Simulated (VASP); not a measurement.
# AlAs (F-43m) in VASP: further runs, part 2 of 2

VASP 6.6.1. Earlier steps stand in the parts before.

### 3 Single point, LDA

The input, INCAR:

```
SYSTEM = AlAs
PREC = Accurate
ENCUT = 500
EDIFF = 1E-6
ISMEAR = 0
SIGMA = 0.02
LREAL = .False.
LASPH = .True.
NELM = 120
ALGO = Normal
ISIF = 2
LWAVE = .False.
LCHARG = .False.
GGA = CA
NBANDS = 11
GGA_COMPAT = .False.
```

The input, KPOINTS:

```
Automatic mesh
0
Gamma
  8 8 8
  0 0 0
```

The input, POSCAR:

```
AlAs
1.0
    0.0000000000      2.8143768890      2.8143768890
    2.8143768890      0.0000000000      2.8143768890
    2.8143768890      2.8143768890      0.0000000000
Al As
1 1
Direct
    0.0000000000      0.0000000000      0.0000000000
    0.2500000000      0.2500000000      0.2500000000
```

Potentials or basis: VASP PAW LDA potentials, release 64 (Al, As).

Started as:

```bash
$ cat potpaw_LDA.64/Al/POTCAR potpaw_LDA.64/As/POTCAR > POTCAR
$ mpirun -np 1 vasp_std > vasp.out
```

OUTCAR:

```text
SYSTEM = AlAs
   PREC = Accurate
   ENCUT = 500
   EDIFF = 1E-6
   ISMEAR = 0
   LREAL = .False.
   LASPH = .True.
   NELM = 120
   ISIF = 2
   GGA = CA

 ion  position               nearest neighbor table
   1  0.000  0.000  0.000-   2 2.44   2 2.44   2 2.44   2 2.44
   2  0.250  0.250  0.250-   1 2.44   1 2.44   1 2.44   1 2.44

  LATTYP: Found a face centered cubic cell.
 ALAT       =     5.6287537780

  Lattice vectors:

 A1 = (   0.0000000000,   2.8143768890,   2.8143768890)
 A2 = (   2.8143768890,   0.0000000000,   2.8143768890)
 A3 = (   2.8143768890,   2.8143768890,   0.0000000000)

Analysis of symmetry for initial positions (statically):
=====================================================================
 Subroutine PRICEL returns:
 Original cell was already a primitive cell.

 Routine SETGRP: Setting up the symmetry group for a
 face centered cubic supercell.

 Subroutine GETGRP returns: Found 24 space group operations
 (whereof 24 operations were pure point group operations)
 out of a pool of 48 trial point group operations.

The static configuration has the point symmetry T_d .

Analysis of symmetry for dynamics (positions and initial velocities):
=====================================================================
 Subroutine PRICEL returns:
 Original cell was already a primitive cell.

 Routine SETGRP: Setting up the symmetry group for a
 face centered cubic supercell.

 Subroutine GETGRP returns: Found 24 space group operations
 (whereof 24 operations were pure point group operations)
 out of a pool of 48 trial point group operations.

The dynamic configuration has the point symmetry T_d .

 Subroutine INISYM returns: Found 24 space group operations
 (whereof 24 operations are pure point group operations),
 and found     1 'primitive' translations

----------------------------------------------------------------------------------------

                                     Primitive cell

  volume of cell :      44.5838

  direct lattice vectors                    reciprocal lattice vectors
     0.000000000  2.814376889  2.814376889    -0.177659219  0.177659219  0.177659219
     2.814376889  0.000000000  2.814376889     0.177659219 -0.177659219  0.177659219
     2.814376889  2.814376889  0.000000000     0.177659219  0.177659219 -0.177659219

  length of vectors
     3.980129966  3.980129966  3.980129966     0.307714794  0.307714794  0.307714794

  position of ions in fractional coordinates (direct lattice)
     0.000000000  0.000000000  0.000000000
     0.250000000  0.250000000  0.250000000

  ion indices of the primitive-cell ions
   primitive index   ion index
                 1           1
                 2           2

----------------------------------------------------------------------------------------

 KPOINTS: Automatic mesh

Automatic generation of k-mesh.
 Grid dimensions read from file:
 generate k-points for:    8    8    8

 Generating k-lattice:

  Cartesian coordinates                     Fractional coordinates (reciprocal lattice)
    -0.022207402  0.022207402  0.022207402     0.125000000  0.000000000  0.000000000
     0.022207402 -0.022207402  0.022207402     0.000000000  0.125000000  0.000000000
     0.022207402  0.022207402 -0.022207402     0.000000000  0.000000000  0.125000000

  Length of vectors
     0.038464349  0.038464349  0.038464349

  Shift w.r.t. Gamma in fractional coordinates (k-lattice)
     0.000000000  0.000000000  0.000000000

 Subroutine IBZKPT returns following result:
 ===========================================

 Found     29 irreducible k-points:

 Following reciprocal coordinates:
            Coordinates               Weight
  0.000000  0.000000  0.000000      1.000000
  0.125000  0.000000  0.000000      8.000000
  0.250000  0.000000  0.000000      8.000000
  0.375000  0.000000  0.000000      8.000000
  0.500000  0.000000  0.000000      4.000000
  0.125000  0.125000  0.000000      6.000000
[... 16 lines left out ...]
  0.500000  0.250000  0.125000     48.000000
 -0.375000  0.250000  0.125000     24.000000
 [... further k-points ...]
   k-points           NKPTS =     29   k-points in BZ     NKDIM =     29   number of bands    NBANDS=     11
   number of dos      NEDOS =    301   number of ions     NIONS =      2
   total plane-waves  NPLWV =  27000
   dimension x,y,z NGX =    30 NGY =   30 NGZ =   30
   dimension x,y,z NGXF=    60 NGYF=   60 NGZF=   60
   ions per type =               1   1
   NGX,Y,Z   is equivalent  to a cutoff of  12.53, 12.53, 12.53 a.u.
   NGXF,Y,Z  is equivalent  to a cutoff of  25.06, 25.06, 25.06 a.u.
 SYSTEM =  AlAs
   PREC   = accura    normal or accurate (medium, high low for compatibility)
   ISTART =      0    job   : 0-new  1-cont  2-samecut
   ICHARG =      2    charge: 1-file 2-atom 10-const
   ISPIN  =      1    spin polarized calculation?
   LNONCOLLINEAR =      F non collinear calculations
   LSORBIT =      F    spin-orbit coupling
   LASPH  =      T    aspherical Exc in radial PAW
   ENCUT  =  500.0 eV  36.75 Ry    6.06 a.u.   7.26  7.26  7.26*2*pi/ulx,y,z
   NELM   =    120;   NELMIN=  2; NELMDL= -5     # of ELM steps
   EDIFF  = 0.1E-05   stopping-criterion for ELM
   LREAL  =      F    real-space projection
[... 7 lines left out ...]
   TEBEG  =    0.0;   TEEND  =   0.0 temperature during run
   PSTRESS=    0.0 pullay stress
   NELECT =       8.0000    total number of electrons
   NUPDOWN=      -1.0000    fix difference up-down
   EMIN   =  10.00;   EMAX   =-10.00  energy-range for DOS
   EFERMI =   0.00;   METHOD = LEGACY
   ISMEAR =     0;   SIGMA  =   0.02  broadening in eV -4-tet -1-fermi 0-gaus
   EFERMI_NEDOS =   21; number of points for ismear=-14 and -15
   IALGO  =     38    algorithm
   IMIX   =      4    mixing-type and parameters
     AMIX     =   0.40;   BMIX     =  1.00
     AMIX_MAG =   1.60;   BMIX_MAG =  1.00
  volume/ion in A,a.u.               =      22.29       150.43
  Fermi-wavevector in a.u.,A,eV,Ry     =   0.923377  1.744930 11.600678  0.852626
  Thomas-Fermi vector in A             =   2.049007
   LORBIT       =      0    0 simple, 1 ext, 2 COOP (PROOUT), +10 PAW based schemes
   GGA     = CA    functional components
   LHFCALC =     F    Hartree Fock is set to
   AEXX    =    0.0000 exact exchange contribution
   IVDW    =     0    specifies the selected vdW correction
   LEPSILON=     F    determine dielectric tensor
   LRPA    =     F    only Hartree local field effects (RPA)
 non-spin polarized calculation
 Gauss-broadening in eV      SIGMA  =   0.02
  energy-cutoff  :      500.00
  volume of cell :       44.58
 maximum number of plane-waves:      1158
 NGX is ok and might be reduce to    30
   NGX = 15   NGY = 15   NGZ = 15

 number of electron       8.0000001 magnetization

 Free energy of the ion-electron system (eV)
  ---------------------------------------------------
  ext. energy  EPLUGINS =         0.00000000
  ---------------------------------------------------
  free energy    TOTEN  =       -10.51392500 eV

  energy without entropy =      -10.51392500  energy(sigma->0) =      -10.51392500

 E-fermi :   4.0181     XC(G=0):  -9.3435

 val. band max:        3.9298439403   @ k =   0.0000   0.0000   0.0000
 cond. band min:       5.2394491626   @ k =   0.5000   0.5000   0.0000
 fundamental gap:      1.3096052222
 Fermi energy:         4.0180781665

 k-point     1 :       0.0000    0.0000    0.0000
  band No.  band energies     occupation
      1      -8.0603      2.00000
      2       3.9298      2.00000
      3       3.9298      2.00000
      4       3.9298      2.00000
      5       5.9483      0.00000
      6       8.2045      0.00000
      7       8.2045      0.00000
      8       8.2045      0.00000
      9      12.6521      0.00000
     10      12.9970      0.00000
     11      12.9970      0.00000
[... 309 lines left out ...]
 k-point    24 :      -0.3750    0.2500    0.1250
  band No.  band energies     occupation
      1      -6.3371      2.00000
      2      -1.4158      2.00000
      3       1.1747      2.00000
      4       2.3524      2.00000
      5       7.5570      0.00000
      6       8.1090      0.00000
      7      10.6143      0.00000
      8      11.5573      0.00000
      9      12.2665      0.00000
     10      14.9229      0.00000
     11      16.2012      0.00000

 [... further k-points ...]

------------------------ aborting loop because EDIFF is reached ----------------------------------------

  FORCE on cell =-STRESS in cart. coord.  units (eV):
  Direction    XX          YY          ZZ          XY          YZ          ZX
  --------------------------------------------------------------------------------------
  -------------------------------------------------------------------------------------
  Total        0.1018878      0.1018878      0.1018878      0.0000000      0.0000000     -0.0000000
  in kB        3.6614737      3.6614737      3.6614737      0.0000000      0.0000000     -0.0000000
  external PRESSURE =       3.6614737 kB  Pullay stress =       0.0000000 kB

 VOLUME and BASIS-vectors are now :
 -----------------------------------------------------------------------------
  energy-cutoff  :      500.00
  volume of cell :       44.58
      direct lattice vectors                 reciprocal lattice vectors
     0.000000000  2.814376889  2.814376889    -0.177659219  0.177659219  0.177659219
     2.814376889  0.000000000  2.814376889     0.177659219 -0.177659219  0.177659219
     2.814376889  2.814376889  0.000000000     0.177659219  0.177659219 -0.177659219

 POSITION                                       TOTAL-FORCE (eV/Angst)
 -----------------------------------------------------------------------------------
      0.00000      0.00000      0.00000         0.000000      0.000000      0.000000
      1.40719      1.40719      1.40719        -0.000000     -0.000000     -0.000000
 -----------------------------------------------------------------------------------
    total drift:                                0.000000      0.000000      0.000000

  FREE ENERGIE OF THE ION-ELECTRON SYSTEM (eV)
  ---------------------------------------------------
  free  energy   TOTEN  =       -10.5139250039 eV

  energy  without entropy=      -10.5139250039  energy(sigma->0) =      -10.51392500
```

Wall time 19 s (1 thread of Intel Xeon Platinum 8375C at 2.90GHz (Ice Lake), shared host); peak memory 0.15 GiB.

What came out:

```
Free energy            : -10.5139 eV
Pressure               : 0.4 GPa
Band gap on the k mesh : 1.31 eV (least direct gap 2.02 eV)
```
